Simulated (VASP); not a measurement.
# Na (P2_1/m) in VASP: a series of runs, part 2 of 2

VASP 6.6.1. The steps go on from the part before.

### 5 Single point, LDA (atoms displaced along several vibrational modes)

INCAR reads:

```
SYSTEM = Na
PREC = Accurate
ENCUT = 520
EDIFF = 1E-6
ISMEAR = 0
SIGMA = 0.15
LREAL = .FALSE.
LASPH = .TRUE.
NELM = 100
ALGO = Fast
ISIF = 2
LWAVE = .FALSE.
LCHARG = .TRUE.
LELF = .TRUE.
LVHAR = .TRUE.
NBANDS = 14
```

KPOINTS reads:

```
Automatic mesh
0
G
  12 12 10
  0 0 0
```

POSCAR reads:

```
Na
1.0
    0.0000000000     -3.6205084948      0.0000000000
   -3.6205084948      0.0000000000      0.0000000000
    0.0000000000      0.0000000000     -5.0841636952
Na
2
Direct
    0.5000000000      0.6091835582      0.5398688973
    0.0000000000     -0.1091835582     -0.0398688973
```

Potentials or basis: VASP PAW LDA potentials, release 64 (Na_pv).

Started as:

```console
> cat potpaw_LDA.64/Na_pv/POTCAR > POTCAR
> mpirun -np 1 vasp_std > vasp.out
```

OUTCAR:

```text
SYSTEM = Na
   PREC = Accurate
   ENCUT = 520
   EDIFF = 1E-6
   ISMEAR = 0
   LREAL = .FALSE.
   LASPH = .TRUE.
   NELM = 100
   ISIF = 2

 ion  position               nearest neighbor table
   1  0.500  0.609  0.540-
   2  0.000  0.891  0.960-

  LATTYP: Found a simple tetragonal cell.
 ALAT       =     3.6205084948
 C/A-ratio  =     1.4042678542

  Lattice vectors:

 A1 = (   0.0000000000,  -3.6205084948,   0.0000000000)
 A2 = (  -3.6205084948,   0.0000000000,   0.0000000000)
 A3 = (   0.0000000000,   0.0000000000,  -5.0841636952)

Analysis of symmetry for initial positions (statically):
=====================================================================
 Subroutine PRICEL returns:
 Original cell was already a primitive cell.

 Routine SETGRP: Setting up the symmetry group for a
 simple tetragonal supercell.

 Subroutine GETGRP returns: Found  4 space group operations
 (whereof  2 operations were pure point group operations)
 out of a pool of 16 trial point group operations.

The static configuration has the point symmetry C_1h.
 The point group associated with its full space group is C_2h.

[... 176 lines left out ...]
      6     -24.4796      2.00000
      7      -3.0393      2.00000
      8       2.4676      0.00000
      9       2.9490      0.00000
     10       7.1216      0.00000
     11       7.9067      0.00000
     12       8.0035      0.00000
     13       9.4639      0.00000
     14      12.1222      0.00000
[... 377 lines left out ...]
      1     -24.5861      2.00000
      2     -24.5370      2.00000
      3     -24.5264      2.00000
      4     -24.5054      2.00000
      5     -24.4842      2.00000
      6     -24.4825      2.00000
      7      -0.1509      2.00000
      8       0.0093      1.99999
      9       4.9483      0.00000
     10       5.2592      0.00000
     11       5.8026      0.00000
     12       5.8917      0.00000
     13       9.0401      0.00000
     14       9.5033      0.00000

 [... further k-points ...]

------------------------ aborting loop because EDIFF is reached ----------------------------------------

  FORCE on cell =-STRESS in cart. coord.  units (eV):
  Direction    XX          YY          ZZ          XY          YZ          ZX
  --------------------------------------------------------------------------------------
  -------------------------------------------------------------------------------------
  Total       -0.1795170      0.5339908      0.6346718      0.0000000      0.0000000      0.3505464
  in kB       -4.3157629     12.8376544     15.2581231      0.0000000      0.0000000      8.4274737
  external PRESSURE =       7.9266715 kB  Pullay stress =       0.0000000 kB

 VOLUME and BASIS-vectors are now :
 -----------------------------------------------------------------------------
  energy-cutoff  :      520.00
  volume of cell :       66.64
      direct lattice vectors                 reciprocal lattice vectors
     0.000000000 -3.620508495  0.000000000     0.000000000 -0.276204296  0.000000000
    -3.620508495  0.000000000  0.000000000    -0.276204296  0.000000000  0.000000000
     0.000000000  0.000000000 -5.084163695     0.000000000  0.000000000 -0.196689182

 POSITION                                       TOTAL-FORCE (eV/Angst)
 -----------------------------------------------------------------------------------
     -2.20555     -1.81025     -2.74478         0.307022      0.000000      0.480018
     -3.22521      0.00000     -4.88146        -0.307022      0.000000     -0.480018
 -----------------------------------------------------------------------------------
    total drift:                               -0.000000     -0.000000      0.000000

  FREE ENERGIE OF THE ION-ELECTRON SYSTEM (eV)
  ---------------------------------------------------
  free  energy   TOTEN  =        -2.7047486331 eV

  energy  without entropy=       -2.6955325451  energy(sigma->0) =       -2.70014059
```

OSZICAR:

```text
N       E                     dE             d eps       ncg     rms          rms(c)
DAV:   1     0.947718114834E+02    0.94772E+02   -0.67392E+03 12160   0.105E+03
DAV:   2     0.852826870907E+00   -0.93919E+02   -0.92776E+02 12626   0.276E+02
DAV:   3    -0.266855340996E+01   -0.35214E+01   -0.35181E+01 15380   0.597E+01
DAV:   4    -0.271536582862E+01   -0.46812E-01   -0.46811E-01 13478   0.740E+00
DAV:   5    -0.271640741913E+01   -0.10416E-02   -0.10416E-02 15554   0.112E+00    0.369E-01
RMM:   6    -0.270854400295E+01    0.78634E-02   -0.20228E-03 14563   0.452E-01    0.226E-01
RMM:   7    -0.270470199841E+01    0.38420E-02   -0.42419E-03 14352   0.534E-01    0.453E-02
RMM:   8    -0.270472381430E+01   -0.21816E-04   -0.10959E-03 16080   0.464E-01    0.200E-02
RMM:   9    -0.270474627108E+01   -0.22457E-04   -0.46479E-04 16680   0.232E-01    0.148E-02
RMM:  10    -0.270475452631E+01   -0.82552E-05   -0.19364E-04 18649   0.144E-01    0.151E-02
RMM:  11    -0.270475895888E+01   -0.44326E-05   -0.20323E-05 16290   0.458E-02    0.207E-02
RMM:  12    -0.270474926446E+01    0.96944E-05   -0.14227E-05 16559   0.389E-02    0.384E-03
RMM:  13    -0.270475178189E+01   -0.25174E-05   -0.87251E-06 13925   0.244E-02    0.114E-02
RMM:  14    -0.270475039819E+01    0.13837E-05   -0.83079E-07  7956   0.948E-03    0.876E-03
RMM:  15    -0.270474891549E+01    0.14827E-05   -0.93099E-07  7047   0.115E-02    0.411E-03
RMM:  16    -0.270474863306E+01    0.28243E-06   -0.90477E-07  6959   0.732E-03
   1 F= -.27047486E+01 E0= -.27001406E+01  d E =-.921609E-02
```

stdout:

```text
POSCAR found type information on POSCAR Na
 POSCAR found :  1 types and       2 ions
 scaLAPACK will be used
 LDA part: xc-table for (Slater(with rela. corr.)+CA(PZ))
 , standard interpolation
 POSCAR, INCAR and KPOINTS ok, starting setup
 FFT: planning ... GRIDC
 FFT: planning ... GRID_SOFT
 FFT: planning ... GRID
 WAVECAR not read
 entering main loop
```

Wall time 3.8 min (1 thread of Intel Xeon Platinum 8488C (Sapphire Rapids), shared host); peak memory 0.38 GiB.

Results:

- Free energy: -2.7047 eV
- Pressure: 0.8 GPa
- Largest force: 0.570 eV/Å
- Band gap on the k mesh: zero (bands 7 and 8 overlap by 4.66 eV)

Forces in eV/Å, atoms in the order of the input:
```
Na   0.307  0.000  0.480
Na  -0.307  0.000 -0.480
```

Stress tensor (GPa, compression positive):
```
-0.43  0.00  0.84
 0.00  1.28  0.00
 0.84  0.00  1.53
```

Caveat: the cell differs from its parent crystal (atoms displaced along several vibrational modes).

### 6 Overview

| cell | further INCAR settings | gap on the mesh (eV) | pressure (GPa) | largest force (eV/Å) |
| --- | --- | --- | --- | --- |
| as given, atomic positions A | ALGO = Fast; EDIFF = 1e-07; NBANDS = 14 | none | 0.5 | 0.35 |
| as given, atomic positions B | ALGO = Fast; EDIFF = 1e-06; NBANDS = 14 | none | 0.5 | 0.43 |
| as given, atomic positions C | ALGO = Fast; EDIFF = 1e-06; NBANDS = 14 | none | 1.1 | 0.66 |
| as given, atomic positions D | ALGO = Fast; EDIFF = 1e-06; NBANDS = 14 | none | 0.8 | 0.57 |

Alike in all rows: task single point; level LDA; potentials or basis VASP PAW LDA potentials, release 64 (Na_pv); no spin polarisation; k mesh 12 × 12 × 10; cutoff (eV) 520; smearing gaussian 0.15 eV.

Absolute energies hang on the potentials; compare differences alone.
